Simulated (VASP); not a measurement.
A run of VASP 6.6.1 is set up as follows.

Contents of INCAR:

```
SYSTEM = HfO2
  PREC = Accurate
  ENCUT = 520
  EDIFF = 1E-8
  ISMEAR = -1
  SIGMA = 0.01
  LREAL = .False.
  LASPH = .True.
  NELM = 80
  ALGO = Normal
  ISIF = 2
  LWAVE = .False.
  LCHARG = .False.
  GGA = PE
  LEFG = .True.
  NBANDS = 31
```

KPOINTS

```
Automatic mesh
0
Gamma
  5 5 4
  0.5 0.5 0.5
```

The input POSCAR:

```
HfO2
1.0
    3.5580193300      0.0000000000      0.0000000000
    0.0000000000      3.5580193300      0.0000000000
    0.0000000000      0.0000000000      5.1718612100
Hf O
2 4
Direct
    0.5000000000      0.5000000000      0.5000000000
    0.0000000000      0.0000000000      0.0000000000
    0.0000000000      0.5000000000      0.6972078800
    0.5000000000      0.0000000000      0.8027921200
    0.5000000000      0.0000000000      0.3027921200
    0.0000000000      0.5000000000      0.1972078800
```

Potentials or basis: VASP PAW PBE potentials, release 64 (Hf_pv, O).

Launch:

```console
$ cat potpaw_PBE.64/Hf_pv/POTCAR potpaw_PBE.64/O/POTCAR > POTCAR
$ mpirun -np 1 vasp_std > vasp.out
```

What does it give for the pressure?

6.5 GPa.

Predict the band gap on the k mesh.

5.17 eV (least direct gap 5.17 eV).

Predict the largest force.

0.099 eV/Å.

Electric field gradients, principal values (V/Å²):
```
atom    least   middle  greatest (by size)
1 Hf  -60.203  -60.203             120.406
2 Hf  -60.203  -60.203             120.406
 3 O   -4.163   -6.029              10.193
 4 O   -4.163   -6.029              10.193
 5 O   -4.163   -6.029              10.193
 6 O   -4.163   -6.029              10.193
```

Caveat: the cell stands under pressure; without QUAD_EFG the Cq values of the log hold for a quadrupole moment of 1 mb, not for the nuclei; spin-orbit coupling is left out, which moves the levels of the heavy elements; a shifted mesh leaves out Γ, where band edges can lie. A k mesh can miss the band edges.
